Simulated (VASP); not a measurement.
# Hg3BiP (Pm-3m) in VASP: vibrations by perturbation theory with LDA

Aim: the vibrations by perturbation theory of Hg3BiP with LDA.

All numbers are computed with VASP 6.6.1; they aren't measurements. Logs are shortened: lines on timing, memory, paths and dates and some standing lists are left out, and cuts for length are marked.

### Step 1. The cell of the first run

It takes space group Pm-3m (No. 221, cubic). The conventional cell has a = 6.281 Å, b = 6.281 Å, c = 6.281 Å, α = 90.00°, β = 90.00°, γ = 90.00°. Within 5.8 Å of P (site symmetry m-3m) lie 12 Hg at 4.44 Å and 8 Bi at 5.44 Å. Within 4.1 Å of Bi (site symmetry m-3m) lie 6 Hg at 3.14 Å. Within 4.1 Å of Hg (site symmetry 4/mmm) lie 2 Bi at 3.14 Å.

### Step 2. Vibrations by perturbation theory, LDA

File INCAR:

```
PREC     = Accurate       # precision mode
ENCUT    = 500            # plane-wave cutoff, eV
EDIFF    = 1E-8           # SCF threshold, eV
ISMEAR   = -1             # smearing method
SIGMA    = 0.15           # smearing width, eV
LREAL    = False          # projectors in reciprocal space
LASPH    = True           # aspherical terms in the spheres
NELM     = 120            # most SCF steps
ALGO     = Normal         # electronic algorithm
ISIF     = 2              # what is computed and relaxed
LWAVE    = False          # write WAVECAR
LCHARG   = False          # write CHGCAR
GGA      = CA             # functional
IBRION   = 8              # ionic algorithm
NSW      = 1              # ionic steps
GGA_COMPAT= False        
KPAR     = 4
```

File KPOINTS:

```
Automatic mesh
0
Gamma
  6 6 6
```

File POSCAR:

```
Hg3BiP
1.0
    6.2810000000      0.0000000000      0.0000000000
    0.0000000000      6.2810000000      0.0000000000
    0.0000000000      0.0000000000      6.2810000000
P Bi Hg
1 1 3
Direct
    0.0000000000      0.0000000000      0.0000000000
    0.5000000000      0.5000000000      0.5000000000
    0.5000000000      0.5000000000      0.0000000000
    0.5000000000      0.0000000000      0.5000000000
    0.0000000000      0.5000000000      0.5000000000
```

Potentials or basis: VASP PAW LDA potentials, release 64 (P, Bi_d, Hg).

On the command line:

```
> cat potpaw_LDA.64/P/POTCAR potpaw_LDA.64/Bi_d/POTCAR potpaw_LDA.64/Hg/POTCAR > POTCAR
> mpirun -np 4 vasp_std > vasp.out
```

OUTCAR:

```text
PREC = Accurate
   ENCUT = 500
   EDIFF = 1E-8
   ISMEAR = -1
   LREAL = False
   LASPH = True
   NELM = 120
   ISIF = 2
   GGA = CA
   IBRION = 8
   NSW = 1

 ion  position               nearest neighbor table
   1  0.000  0.000  0.000-
   2  0.500  0.500  0.500-   3 3.14   4 3.14   5 3.14   3 3.14   4 3.14   5 3.14
   3  0.500  0.500  0.000-   2 3.14   2 3.14
   4  0.500  0.000  0.500-   2 3.14   2 3.14
   5  0.000  0.500  0.500-   2 3.14   2 3.14

  LATTYP: Found a simple cubic cell.
 ALAT       =     6.2810000000

  Lattice vectors:

 A1 = (   6.2810000000,   0.0000000000,   0.0000000000)
 A2 = (   0.0000000000,   6.2810000000,   0.0000000000)
 A3 = (   0.0000000000,   0.0000000000,   6.2810000000)

Analysis of symmetry for initial positions (statically):
=====================================================================
 Subroutine PRICEL returns:
 Original cell was already a primitive cell.

 Routine SETGRP: Setting up the symmetry group for a
 simple cubic supercell.

 Subroutine GETGRP returns: Found 48 space group operations
 (whereof 48 operations were pure point group operations)
 out of a pool of 48 trial point group operations.

The static configuration has the point symmetry O_h .

Analysis of symmetry for dynamics (positions and initial velocities):
=====================================================================
 Subroutine PRICEL returns:
 Original cell was already a primitive cell.

 Routine SETGRP: Setting up the symmetry group for a
 simple cubic supercell.

 Subroutine GETGRP returns: Found 48 space group operations
 (whereof 48 operations were pure point group operations)
 out of a pool of 48 trial point group operations.

The dynamic configuration has the point symmetry O_h .

 Subroutine INISYM returns: Found 48 space group operations
 (whereof 48 operations are pure point group operations),
 and found     1 'primitive' translations

----------------------------------------------------------------------------------------

                                     Primitive cell

  volume of cell :     247.7915

  direct lattice vectors                    reciprocal lattice vectors
     6.281000000  0.000000000  0.000000000     0.159210317  0.000000000  0.000000000
     0.000000000  6.281000000  0.000000000     0.000000000  0.159210317  0.000000000
     0.000000000  0.000000000  6.281000000     0.000000000  0.000000000  0.159210317

  length of vectors
     6.281000000  6.281000000  6.281000000     0.159210317  0.159210317  0.159210317

  position of ions in fractional coordinates (direct lattice)
     0.000000000  0.000000000  0.000000000
     0.500000000  0.500000000  0.500000000
     0.500000000  0.500000000  0.000000000
     0.500000000  0.000000000  0.500000000
     0.000000000  0.500000000  0.500000000

  ion indices of the primitive-cell ions
   primitive index   ion index
                 1           1
                 2           2
                 3           3
                 4           4
                 5           5

----------------------------------------------------------------------------------------

 KPOINTS: Automatic mesh

Automatic generation of k-mesh.
 Grid dimensions read from file:
 generate k-points for:    6    6    6

[... 98 lines left out ...]
 number of electron      55.9999994 magnetization

 Free energy of the ion-electron system (eV)
  ---------------------------------------------------
  ext. energy  EPLUGINS =         0.00000000
  ---------------------------------------------------
  free energy    TOTEN  =        -7.21246594 eV

  energy without entropy =       -6.57038564  energy(sigma->0) =       -6.89142579

 E-fermi :  -0.7463     XC(G=0):  -7.4867

 val. band max:       -0.7463414104   @ k =   0.3333   0.3333   0.0000
 cond. band min:      -0.7448235642   @ k =   0.1667   0.0000   0.0000
 fundamental gap:      0.0015178462
 Fermi energy:        -0.7462514010

 k-point     1 :       0.0000    0.0000    0.0000
  band No.  band energies     occupation
      1     -23.2003      2.00000
      2     -23.2003      2.00000
      3     -23.1823      2.00000
      4     -23.1823      2.00000
      5     -23.1823      2.00000
      6     -11.4742      2.00000
[... 709 lines left out ...]
     32       2.2378      0.00000
     33       2.2378      0.00000

------------------------ aborting loop because EDIFF is reached ----------------------------------------

  FORCE on cell =-STRESS in cart. coord.  units (eV):
  Direction    XX          YY          ZZ          XY          YZ          ZX
  --------------------------------------------------------------------------------------
  -------------------------------------------------------------------------------------
  Total       -5.8196461     -5.8196461     -5.8196461      0.0000000     -0.0000000      0.0000000
  in kB      -37.6288353    -37.6288353    -37.6288353      0.0000000     -0.0000000      0.0000000
  external PRESSURE =     -37.6288353 kB  Pullay stress =       0.0000000 kB

 VOLUME and BASIS-vectors are now :
 -----------------------------------------------------------------------------
  energy-cutoff  :      500.00
  volume of cell :      247.79
      direct lattice vectors                 reciprocal lattice vectors
     6.281000000  0.000000000  0.000000000     0.159210317  0.000000000  0.000000000
     0.000000000  6.281000000  0.000000000     0.000000000  0.159210317  0.000000000
     0.000000000  0.000000000  6.281000000     0.000000000  0.000000000  0.159210317

 POSITION                                       TOTAL-FORCE (eV/Angst)
 -----------------------------------------------------------------------------------
      0.00000      0.00000      0.00000         0.000000      0.000000      0.000000
      3.14050      3.14050      3.14050         0.000000      0.000000      0.000000
      3.14050      3.14050      0.00000         0.000000      0.000000      0.000000
      3.14050      0.00000      3.14050         0.000000      0.000000      0.000000
      0.00000      3.14050      3.14050         0.000000      0.000000      0.000000
 -----------------------------------------------------------------------------------
    total drift:                                0.000000     -0.000000     -0.000000

  FREE ENERGIE OF THE ION-ELECTRON SYSTEM (eV)
  ---------------------------------------------------
  free  energy   TOTEN  =        -7.2124659409 eV

  energy  without entropy=       -6.5703856381  energy(sigma->0) =       -6.89142579

[... ionic steps 2 to 9 ...]

--------------------------------------- Ionic step       10  -------------------------------------------

------------------------ aborting loop because EDIFF is reached ----------------------------------------

[... ionic steps 11 to 11 ...]

--------------------------------------- Ionic step       12  -------------------------------------------

 Free energy of the ion-electron system (eV)
  ---------------------------------------------------
  ---------------------------------------------------
  free energy    TOTEN  =        -0.38351709 eV

  energy without entropy =       -0.38351716

------------------------ aborting loop because EDIFF is reached ----------------------------------------

 INTERNAL STRAIN TENSOR  FOR ION    3  DIRECTION 3   (eV/Angst):
 -----------------------------------------------------------------------------
     0.01765  0.00000 -0.00000
     0.00000  0.01765  0.00000
     0.00000  0.00000 -0.02229

 INTERNAL STRAIN TENSOR FOR ION    5 for displacements in x,y,z  (eV/Angst):
          X           Y           Z          XY          YZ          ZX
  --------------------------------------------------------------------------------
  x     0.00000     0.00000     0.00000     0.00000     0.00000     0.00000
  y     0.00000     0.00000     0.00000     0.00000     0.00000     0.00000
  z     0.00000     0.00000     0.00000     0.00000     0.00000     0.00000

 SECOND DERIVATIVES (NOT SYMMETRIZED)
 ------------------------------------
               1X          1Y          1Z          2X          2Y          2Z          3X          3Y          3Z          4X          4Y          4Z          5X          5Y          5Z
  1X     0.663020    0.000000    0.000000    0.024284   -0.000000    0.000000   -0.337024    0.000000    0.000000   -0.337024    0.000000    0.000000   -0.013255   -0.000000    0.000000
  1Y     0.000000    0.663020   -0.000000    0.000000    0.024284   -0.000000    0.000000   -0.337024   -0.000000   -0.000000   -0.013255   -0.000000    0.000000   -0.337024    0.000000
  1Z     0.000000    0.000000    0.663020    0.000000    0.000000    0.024284    0.000000    0.000000   -0.013255    0.000000    0.000000   -0.337024    0.000000    0.000000   -0.337024
  2X     0.012101   -0.000000    0.000000   -2.808383    0.000000   -0.000000    0.391552   -0.000000   -0.000000    0.391552    0.000000    0.000000    2.013178    0.000000   -0.000000
  2Y    -0.000000    0.012101   -0.000000    0.000000   -2.808383    0.000000   -0.000000    0.391552   -0.000000    0.000000    2.013178    0.000000    0.000000    0.391552    0.000000
  2Z     0.000000    0.000000    0.012101   -0.000000   -0.000000   -2.808383    0.000000    0.000000    2.013178    0.000000    0.000000    0.391552    0.000000    0.000000    0.391552
  3X    -0.339613    0.000000    0.000000    0.401011    0.000000    0.000000   -0.049004    0.000000    0.000000    0.016688    0.000000    0.000000   -0.029081    0.000000    0.000000
  3Y     0.000000   -0.339613    0.000000    0.000000    0.401011    0.000000    0.000000   -0.049004    0.000000    0.000000   -0.029081    0.000000    0.000000    0.016688    0.000000
  3Z    -0.000000   -0.000000   -0.016429    0.000000    0.000000    2.021704   -0.000000    0.000000   -1.945589   -0.000000    0.000000   -0.029843    0.000000   -0.000000   -0.029843
  4X    -0.339613    0.000000    0.000000    0.401011    0.000000    0.000000    0.016688    0.000000    0.000000   -0.049004    0.000000    0.000000   -0.029081    0.000000    0.000000
  4Y    -0.000000   -0.016429   -0.000000    0.000000    2.021704    0.000000   -0.000000   -0.029843   -0.000000    0.000000   -1.945589    0.000000   -0.000000   -0.029843   -0.000000
  4Z     0.000000    0.000000   -0.339613    0.000000    0.000000    0.401011    0.000000    0.000000   -0.029081    0.000000    0.000000   -0.049004    0.000000    0.000000    0.016688
  5X    -0.016429   -0.000000    0.000000    2.021704    0.000000    0.000000   -0.029843   -0.000000    0.000000   -0.029843   -0.000000   -0.000000   -1.945589    0.000000    0.000000
  5Y     0.000000   -0.339613    0.000000    0.000000    0.401011    0.000000    0.000000    0.016688    0.000000    0.000000   -0.029081    0.000000    0.000000   -0.049004    0.000000
  5Z     0.000000    0.000000   -0.339613    0.000000    0.000000    0.401011    0.000000    0.000000   -0.029081    0.000000    0.000000    0.016688    0.000000    0.000000   -0.049004

 Eigenvectors and eigenvalues of the dynamical matrix
 ----------------------------------------------------

   1 f  =    2.310964 THz    14.520216 2PiTHz   77.085469 cm-1     9.557376 meV
             X         Y         Z           dx          dy          dz
      0.000000  0.000000  0.000000    -0.004312    0.000161    0.021695
      3.140500  3.140500  3.140500     0.150252   -0.005600   -0.755996
      3.140500  3.140500  0.000000    -0.015089    0.000562    0.615160
      3.140500  0.000000  3.140500    -0.015089    0.004556    0.075918
      0.000000  3.140500  3.140500    -0.122261    0.000562    0.075918
[... 105 lines left out ...]
  15 f/i=    2.371175 THz    14.898532 2PiTHz   79.093885 cm-1     9.806388 meV
             X         Y         Z           dx          dy          dz
      0.000000  0.000000  0.000000     0.185120    0.948873    0.000390
      3.140500  3.140500  3.140500    -0.002966   -0.015201   -0.000006
      3.140500  3.140500  0.000000    -0.034535   -0.177019   -0.000003
      3.140500  0.000000  3.140500    -0.034535   -0.008453   -0.000073
      0.000000  3.140500  3.140500    -0.001649   -0.177019   -0.000073

--------------------------------------------------------------------------------------------------------

 ELASTIC MODULI CONTR FROM IONIC RELAXATION (kBar)
 Direction    XX          YY          ZZ          XY          YZ          ZX
 --------------------------------------------------------------------------------
 XX           0.0000      0.0000      0.0000      0.0000      0.0000      0.0000
 YY           0.0000      0.0000      0.0000      0.0000      0.0000      0.0000
 ZZ           0.0000      0.0000      0.0000      0.0000      0.0000      0.0000
 XY           0.0000      0.0000      0.0000      0.0000      0.0000      0.0000
 YZ           0.0000      0.0000      0.0000      0.0000      0.0000      0.0000
 ZX           0.0000      0.0000      0.0000      0.0000      0.0000      0.0000
 --------------------------------------------------------------------------------
```

It took 10 min on 4 MPI ranks of Intel Xeon Platinum 8488C (Sapphire Rapids), shared host; peak memory 1.1 GiB.

Results:

| Item | Value |
| --- | --- |
| Highest phonon frequency at Γ | 77 cm⁻¹ |
| Most unstable mode | 79i cm⁻¹ |

Phonon frequencies in cm⁻¹ (negative: imaginary):
```tsv
q point	frequencies
(0.000, 0.000, 0.000)	-79 -79 -79 0 0 0 9 9 9 29 29 29 77 77 77
```

Caveat: the cell stands under pressure or tension, which shifts response properties; some modes are imaginary; spin-orbit coupling is left out, which moves the levels of the heavy elements.
